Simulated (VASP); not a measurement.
# HfN (Fm-3m) in VASP: a series of runs, part 2 of 2

VASP 6.6.1.

## Step 3: Electric field gradients, PBEsol

This run uses another cell than the first one, of 11.53 Å³/atom, 1.020 times its volume.

File INCAR:

```
SYSTEM = HfN
PREC = Accurate ; ENCUT = 520
EDIFF = 1E-8 ; ISMEAR = -1
SIGMA = 0.01 ; LREAL = .FALSE.
LASPH = .TRUE. ; NELM = 100
ALGO = Normal ; ISIF = 2
LWAVE = .FALSE. ; LCHARG = .FALSE.
GGA = PS ; LEFG = .TRUE.
NBANDS = 14
```

File KPOINTS:

```
regular mesh
0
G
  10 10 10
  0 0 0
```

File POSCAR:

```
HfN
1.0
    0.0000000000      2.2590000000      2.2590000000
    2.2590000000      0.0000000000      2.2590000000
    2.2590000000      2.2590000000      0.0000000000
Hf N
1 1
Direct
    0.0000000000      0.0000000000      0.0000000000
    0.5000000000      0.5000000000      0.5000000000
```

Potentials or basis: VASP PAW PBE potentials, release 64 (Hf_pv, N).

Command:

```bash
$ cat potpaw_PBE.64/Hf_pv/POTCAR potpaw_PBE.64/N/POTCAR > POTCAR
$ mpirun -np 1 vasp_std > vasp.out
```

OUTCAR:

```text
SYSTEM = HfN
   PREC = Accurate
   ENCUT = 520
   EDIFF = 1E-8
   ISMEAR = -1
   LREAL = .FALSE.
   LASPH = .TRUE.
   NELM = 100
   ISIF = 2
   GGA = PS

 ion  position               nearest neighbor table
   1  0.000  0.000  0.000-   2 2.26   2 2.26   2 2.26   2 2.26   2 2.26   2 2.26
   2  0.500  0.500  0.500-   1 2.26   1 2.26   1 2.26   1 2.26   1 2.26   1 2.26

  LATTYP: Found a face centered cubic cell.
 ALAT       =     4.5180000000

  Lattice vectors:

 A1 = (   0.0000000000,   2.2590000000,   2.2590000000)
 A2 = (   2.2590000000,   0.0000000000,   2.2590000000)
 A3 = (   2.2590000000,   2.2590000000,   0.0000000000)

Analysis of symmetry for initial positions (statically):
=====================================================================
 Subroutine PRICEL returns:
 Original cell was already a primitive cell.

 Routine SETGRP: Setting up the symmetry group for a
 face centered cubic supercell.

[... 596 lines left out ...]
      direct lattice vectors                 reciprocal lattice vectors
     0.000000000  2.259000000  2.259000000    -0.221336875  0.221336875  0.221336875
     2.259000000  0.000000000  2.259000000     0.221336875 -0.221336875  0.221336875
     2.259000000  2.259000000  0.000000000     0.221336875  0.221336875 -0.221336875

 POSITION                                       TOTAL-FORCE (eV/Angst)
 -----------------------------------------------------------------------------------
      0.00000      0.00000      0.00000         0.000000      0.000000      0.000000
      2.25900      2.25900      2.25900        -0.000000     -0.000000     -0.000000
 -----------------------------------------------------------------------------------
    total drift:                                0.000000     -0.000000     -0.000000

  FREE ENERGIE OF THE ION-ELECTRON SYSTEM (eV)
  ---------------------------------------------------
  free  energy   TOTEN  =       -22.9793469441 eV

  energy  without entropy=      -22.9791745591  energy(sigma->0) =      -22.97926075

 Electric field gradients (V/A^2)
---------------------------------------------------------------------
 ion       V_xx      V_yy      V_zz      V_xy      V_xz      V_yz
---------------------------------------------------------------------
   1      -0.000     0.000     0.000    -0.000    -0.000    -0.000
   2       0.000     0.000    -0.000     0.001     0.001     0.001
---------------------------------------------------------------------

 Electric field gradients after diagonalization (V/A^2)
 (convention: |V_zz| > |V_xx| > |V_yy|)
----------------------------------------------------------------------
 ion       V_xx      V_yy      V_zz     asymmetry (V_yy - V_xx)/ V_zz
----------------------------------------------------------------------
   1       0.000     0.000    -0.001       0.000
   2      -0.001    -0.001     0.002       0.000
----------------------------------------------------------------------

           NMR quadrupolar parameters

 Cq : quadrupolar parameter    Cq=e*Q*V_zz/h
 eta: asymmetry parameters     (V_yy - V_xx)/ V_zz
 Q  : nuclear electric quadrupole moment in mb (millibarn)
----------------------------------------------------------------------
 ion       Cq(MHz)       eta       Q (mb)
----------------------------------------------------------------------
   1      -0.000       0.000       1.000
   2       0.000       0.000       1.000
----------------------------------------------------------------------
```

OSZICAR:

```text
N       E                     dE             d eps       ncg     rms          rms(c)
DAV:   1     0.369025575109E+02    0.36903E+02   -0.77276E+03  1316   0.101E+03
DAV:   2    -0.237196130050E+02   -0.60622E+02   -0.56632E+02  1750   0.236E+02
DAV:   3    -0.257052931618E+02   -0.19857E+01   -0.19778E+01  1498   0.349E+01
DAV:   4    -0.257127950541E+02   -0.75019E-02   -0.75008E-02  1616   0.249E+00
DAV:   5    -0.257128406904E+02   -0.45636E-04   -0.45636E-04  1490   0.168E-01    0.502E+01
DAV:   6    -0.231035609132E+02    0.26093E+01   -0.72299E+00  1448   0.208E+01    0.419E+01
DAV:   7    -0.230114868293E+02    0.92074E-01   -0.44170E-01  1652   0.582E+00    0.258E+01
DAV:   8    -0.229846397219E+02    0.26847E-01   -0.10769E-01  1538   0.276E+00    0.521E+00
DAV:   9    -0.229794892885E+02    0.51504E-02   -0.14118E-02  1544   0.943E-01    0.198E+00
DAV:  10    -0.229793798370E+02    0.10945E-03   -0.97353E-04  1724   0.291E-01    0.467E-01
DAV:  11    -0.229793485173E+02    0.31320E-04   -0.69187E-05  1652   0.818E-02    0.861E-02
DAV:  12    -0.229793471547E+02    0.13626E-05   -0.69294E-06  1708   0.221E-02    0.190E-02
DAV:  13    -0.229793469803E+02    0.17432E-06   -0.13459E-07  1628   0.362E-03    0.240E-03
DAV:  14    -0.229793469267E+02    0.53598E-07   -0.10242E-08  1170   0.861E-04    0.314E-03
DAV:  15    -0.229793469427E+02   -0.15976E-07   -0.18658E-09   868   0.413E-04    0.194E-04
DAV:  16    -0.229793469441E+02   -0.14222E-08   -0.24245E-10   766   0.135E-04
   1 F= -.22979347E+02 E0= -.22979261E+02  d E =-.172385E-03
```

stdout:

```text
POSCAR found type information on POSCAR HfN
 POSCAR found :  2 types and       2 ions
 scaLAPACK will be used
 -----------------------------------------------------------------------------
|                                                                             |
|                                                                             |
|     You enforced a specific xc type in the INCAR file but a different       |
|     I HOPE YOU KNOW WHAT YOU ARE DOING!                                     |
|                                                                             |
 -----------------------------------------------------------------------------

 LDA part: xc-table for (Slater+PW92), standard interpolation
 POSCAR, INCAR and KPOINTS ok, starting setup
 FFT: planning ... GRIDC
 FFT: planning ... GRID_SOFT
 FFT: planning ... GRID
 WAVECAR not read
 entering main loop
ion   1

ion   2
```

Wall time 8.5 s (1 thread of Intel Xeon Platinum 8488C (Sapphire Rapids), shared host); peak memory 0.14 GiB.

Results:

```
Free energy : -22.9793 eV
Pressure    : -5.2 GPa
```

Levels at points of the mesh, in eV from the Fermi level:
```csv
k point,band 4,band 5,band 6,band 7,band 8,band 9,band 10,band 11,band 12,band 13
"(0.00, 0.00, 0.00)",-17.47,-3.02,-3.02,-3.02,-0.40,-0.40,-0.40,1.78,1.92,1.92
"(0.50, 0.00, 0.00)",-14.70,-8.93,-6.21,-6.21,3.27,3.69,3.69,4.38,8.84,8.84
"(0.50, 0.50, 0.00)",-16.36,-5.42,-3.87,-3.69,-3.69,4.06,5.52,5.52,5.58,7.91
```

Caveat: without QUAD_EFG the Cq values of the log hold for a quadrupole moment of 1 mb, not for the nuclei; the PAW data sets were made with another functional, which shifts forces and pressure a little; spin-orbit coupling is left out, which moves the levels of the heavy elements.

## Step 4: Electric field gradients, PBEsol (volume scaled by 1.01)

File INCAR:

```
SYSTEM = HfN
  PREC = Accurate
  ENCUT = 520
  EDIFF = 1E-8
  ISMEAR = -1
  SIGMA = 0.01
  LREAL = .FALSE.
  LASPH = .TRUE.
  NELM = 80
  ALGO = Normal
  ISIF = 2
  LWAVE = .FALSE.
  LCHARG = .FALSE.
  GGA = PS
  LEFG = .TRUE.
  NBANDS = 14
```

KPOINTS is that of step 3.

File POSCAR:

```
HfN
1.0
    0.0000000000      2.2665050385      2.2665050385
    2.2665050385      0.0000000000      2.2665050385
    2.2665050385      2.2665050385      0.0000000000
Hf N
1 1
Direct
    0.0000000000      0.0000000000      0.0000000000
    0.5000000000      0.5000000000      0.5000000000
```

Potentials or basis: VASP PAW PBE potentials, release 64 (Hf_pv, N).

Command:

```bash
$ cat potpaw_PBE.64/Hf_pv/POTCAR potpaw_PBE.64/N/POTCAR > POTCAR
$ mpirun -np 1 vasp_std > vasp.out
```

OUTCAR:

```text
SYSTEM = HfN
   PREC = Accurate
   ENCUT = 520
   EDIFF = 1E-8
   ISMEAR = -1
   LREAL = .FALSE.
   LASPH = .TRUE.
   NELM = 80
   ISIF = 2
   GGA = PS

 ion  position               nearest neighbor table
   1  0.000  0.000  0.000-   2 2.27   2 2.27   2 2.27   2 2.27   2 2.27   2 2.27
   2  0.500  0.500  0.500-   1 2.27   1 2.27   1 2.27   1 2.27   1 2.27   1 2.27

  LATTYP: Found a face centered cubic cell.
 ALAT       =     4.5330100770

  Lattice vectors:

 A1 = (   0.0000000000,   2.2665050385,   2.2665050385)
 A2 = (   2.2665050385,   0.0000000000,   2.2665050385)
 A3 = (   2.2665050385,   2.2665050385,   0.0000000000)

Analysis of symmetry for initial positions (statically):
=====================================================================
 Subroutine PRICEL returns:
 Original cell was already a primitive cell.

 Routine SETGRP: Setting up the symmetry group for a
 face centered cubic supercell.

 Subroutine GETGRP returns: Found 48 space group operations
 (whereof 48 operations were pure point group operations)
 out of a pool of 48 trial point group operations.

The static configuration has the point symmetry O_h .

Analysis of symmetry for dynamics (positions and initial velocities):
=====================================================================
 Subroutine PRICEL returns:
 Original cell was already a primitive cell.

 Routine SETGRP: Setting up the symmetry group for a
 face centered cubic supercell.

 Subroutine GETGRP returns: Found 48 space group operations
 (whereof 48 operations were pure point group operations)
 out of a pool of 48 trial point group operations.

The dynamic configuration has the point symmetry O_h .

 Subroutine INISYM returns: Found 48 space group operations
 (whereof 48 operations are pure point group operations),
 and found     1 'primitive' translations

----------------------------------------------------------------------------------------

                                     Primitive cell

  volume of cell :      23.2863

  direct lattice vectors                    reciprocal lattice vectors
     0.000000000  2.266505039  2.266505039    -0.220603966  0.220603966  0.220603966
     2.266505039  0.000000000  2.266505039     0.220603966 -0.220603966  0.220603966
     2.266505039  2.266505039  0.000000000     0.220603966  0.220603966 -0.220603966

  length of vectors
     3.205322165  3.205322165  3.205322165     0.382097277  0.382097277  0.382097277

  position of ions in fractional coordinates (direct lattice)
     0.000000000  0.000000000  0.000000000
     0.500000000  0.500000000  0.500000000

  ion indices of the primitive-cell ions
   primitive index   ion index
                 1           1
                 2           2

----------------------------------------------------------------------------------------

 KPOINTS: regular mesh

Automatic generation of k-mesh.
 Grid dimensions read from file:
 generate k-points for:   10   10   10

 Generating k-lattice:

  Cartesian coordinates                     Fractional coordinates (reciprocal lattice)
[... 76 lines left out ...]
   EFERMI_NEDOS =   21; number of points for ismear=-14 and -15
   IALGO  =     38    algorithm
   IMIX   =      4    mixing-type and parameters
     AMIX     =   0.40;   BMIX     =  1.00
     AMIX_MAG =   1.60;   BMIX_MAG =  1.00
  volume/ion in A,a.u.               =      11.64        78.57
  Fermi-wavevector in a.u.,A,eV,Ry     =   1.413856  2.671801 27.197900  1.998989
  Thomas-Fermi vector in A             =   2.535459
   LORBIT       =      0    0 simple, 1 ext, 2 COOP (PROOUT), +10 PAW based schemes
   GGA     = PS    functional components
   LHFCALC =     F    Hartree Fock is set to
   AEXX    =    0.0000 exact exchange contribution
   IVDW    =     0    specifies the selected vdW correction
   LEPSILON=     F    determine dielectric tensor
   LRPA    =     F    only Hartree local field effects (RPA)
 non-spin polarized calculation
  energy-cutoff  :      520.00
  volume of cell :       23.29
 maximum number of plane-waves:       636
   NGX = 11   NGY = 11   NGZ = 11

 number of electron      15.0000000 magnetization

 Free energy of the ion-electron system (eV)
  ---------------------------------------------------
  ext. energy  EPLUGINS =         0.00000000
  ---------------------------------------------------
  free energy    TOTEN  =       -22.97018042 eV

  energy without entropy =      -22.97001106  energy(sigma->0) =      -22.97009574

 E-fermi :   8.1393     XC(G=0): -12.8418

 val. band max:        8.0950157333   @ k =  -0.4000   0.3000   0.0000
 cond. band min:       8.1545864845   @ k =  -0.1000   0.1000   0.0000
 fundamental gap:      0.0595707512
 Fermi energy:         8.1392935009

 k-point     1 :       0.0000    0.0000    0.0000
  band No.  band energies     occupation
      1     -22.9839      2.00000
      2     -22.9839      2.00000
      3     -22.9839      2.00000
      4      -9.2735      2.00000
      5       5.1317      2.00000
      6       5.1317      2.00000
      7       5.1317      2.00000
      8       7.7471      2.00000
      9       7.7471      2.00000
     10       7.7471      2.00000
     11       9.8243      0.00000
     12      10.0325      0.00000
     13      10.0325      0.00000
     14      17.6256      0.00000
[... 377 lines left out ...]
      1     -23.6412      2.00000
      2     -23.2416      2.00000
      3     -23.2134      2.00000
      4      -7.8692      2.00000
      5       1.5384      2.00000
      6       3.5316      2.00000
      7       4.0207      2.00000
      8       5.6496      2.00000
      9      12.1340      0.00000
     10      12.6219      0.00000
     11      12.8087      0.00000
     12      12.8418      0.00000
     13      17.1609      0.00000
     14      19.2419      0.00000

 [... further k-points ...]
[... 5 lines left out ...]
  --------------------------------------------------------------------------------------
  -------------------------------------------------------------------------------------
  Total       -1.1311423     -1.1311423     -1.1311423     -0.0000000     -0.0000000      0.0000000
  in kB      -77.8265446    -77.8265446    -77.8265446     -0.0000000     -0.0000000      0.0000000
  external PRESSURE =     -77.8265446 kB  Pullay stress =       0.0000000 kB

 VOLUME and BASIS-vectors are now :
 -----------------------------------------------------------------------------
  energy-cutoff  :      520.00
  volume of cell :       23.29
      direct lattice vectors                 reciprocal lattice vectors
     0.000000000  2.266505039  2.266505039    -0.220603966  0.220603966  0.220603966
     2.266505039  0.000000000  2.266505039     0.220603966 -0.220603966  0.220603966
     2.266505039  2.266505039  0.000000000     0.220603966  0.220603966 -0.220603966

 POSITION                                       TOTAL-FORCE (eV/Angst)
 -----------------------------------------------------------------------------------
      0.00000      0.00000      0.00000         0.000000     -0.000000      0.000000
      2.26651      2.26651      2.26651        -0.000000      0.000000     -0.000000
 -----------------------------------------------------------------------------------
    total drift:                                0.000000     -0.000000     -0.000000

  FREE ENERGIE OF THE ION-ELECTRON SYSTEM (eV)
  ---------------------------------------------------
  free  energy   TOTEN  =       -22.9701804186 eV

  energy  without entropy=      -22.9700110551  energy(sigma->0) =      -22.97009574

 Electric field gradients (V/A^2)
---------------------------------------------------------------------
 ion       V_xx      V_yy      V_zz      V_xy      V_xz      V_yz
---------------------------------------------------------------------
   1      -0.000     0.000    -0.000    -0.000    -0.000    -0.000
   2       0.000    -0.000    -0.000     0.001     0.001     0.001
---------------------------------------------------------------------

 Electric field gradients after diagonalization (V/A^2)
 (convention: |V_zz| > |V_xx| > |V_yy|)
----------------------------------------------------------------------
 ion       V_xx      V_yy      V_zz     asymmetry (V_yy - V_xx)/ V_zz
----------------------------------------------------------------------
   1       0.000     0.000    -0.001       0.000
   2      -0.001    -0.001     0.002       0.000
----------------------------------------------------------------------

           NMR quadrupolar parameters

 Cq : quadrupolar parameter    Cq=e*Q*V_zz/h
 eta: asymmetry parameters     (V_yy - V_xx)/ V_zz
 Q  : nuclear electric quadrupole moment in mb (millibarn)
----------------------------------------------------------------------
 ion       Cq(MHz)       eta       Q (mb)
----------------------------------------------------------------------
   1      -0.000       0.000       1.000
   2       0.000       0.000       1.000
----------------------------------------------------------------------
```

stdout:

```text
POSCAR found type information on POSCAR HfN
 POSCAR found :  2 types and       2 ions
 scaLAPACK will be used
 -----------------------------------------------------------------------------
|                                                                             |
|                                                                             |
|     You enforced a specific xc type in the INCAR file but a different       |
|     I HOPE YOU KNOW WHAT YOU ARE DOING!                                     |
|                                                                             |
 -----------------------------------------------------------------------------

 LDA part: xc-table for (Slater+PW92), standard interpolation
 POSCAR, INCAR and KPOINTS ok, starting setup
 FFT: planning ... GRIDC
 FFT: planning ... GRID_SOFT
 FFT: planning ... GRID
 WAVECAR not read
 entering main loop
ion   1

ion   2
```

Run time: 8.1 s. Hardware: 1 thread of Intel Xeon Platinum 8488C (Sapphire Rapids), shared host; peak memory 0.14 GiB.

Results:

* Free energy: -22.9702 eV
* Pressure: -7.8 GPa

Caveat: the cell differs from its parent crystal (volume scaled by 1.01); without QUAD_EFG the Cq values of the log hold for a quadrupole moment of 1 mb, not for the nuclei; the PAW data sets were made with another functional, which shifts forces and pressure a little; spin-orbit coupling is left out, which moves the levels of the heavy elements.

## Step 5: Overview

| cell | gap on the mesh (eV) | pressure (GPa) |
| --- | --- | --- |
| a = 3.173 Å, angles 60.0°, 2 atoms | none | 0.5 |
| a = 3.195 Å, angles 60.0°, 2 atoms | none | -5.2 |
| a = 3.205 Å, angles 60.0°, 2 atoms | none | -7.8 |

Alike in all rows: task electric field gradients; level PBEsol; potentials or basis VASP PAW PBE potentials, release 64 (Hf_pv, N); no spin polarisation; k mesh 10 × 10 × 10; cutoff (eV) 520; smearing fermi-dirac 0.01 eV.

Caveats: the PAW data sets were made with another functional, which shifts forces and pressure a little; spin-orbit coupling is left out, which moves the levels of the heavy elements.

Total energies depend on the potentials used, so only differences within one code and one set of settings carry meaning.
